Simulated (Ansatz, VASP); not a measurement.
**One calculation of FeRu, two programs**

```
Fe Ru
1.0
     2.47364    0.00000    0.00000
    -1.23682    2.14223    0.00000
     0.00000    0.00000    3.80969
Fe Ru
1 1
Cartesian
  0.0000 0.0000 1.9048
  1.2368 0.7141 0.0000
```

Change from the starting cell: volume scaled by 0.82, no spin polarisation, PAW files.

Alike in both runs: task single point; functional LDA; k mesh 12 × 12 × 7; occupations fermi-dirac, width 0.05 eV; no spin polarisation.

```csv
,VASP,Ansatz
version,VASP 6.6.1,Ansatz 0.2.0
potentials or method,"VASP PAW LDA potentials, release 64 (Fe, Ru_pv)","PAW with Ansatz's default frozen-core files, scalar-relativistic"
plane-wave cutoff (eV),520,420
valence electrons in the cell,22,32
```

VASP gave:

- pressure (GPa): 62.7
- traceless stress, the component that is largest in VASP (GPa): 2.30

Which values does Ansatz return?

Pressure (GPa): 61.1; traceless stress, the component that is largest in VASP (GPa): 2.58.

LDA's correlation is that of Perdew and Zunger in VASP and of Perdew and Wang (1992) in Ansatz. Both programs put the cell under a high pressure, so it lies far from rest at this level. VASP's potentials hold 22 valence electrons a cell and Ansatz's 32, so a difference there can come from the potentials and not from the codes.

Noted on VASP's run: the cell as given lies far from equilibrium.
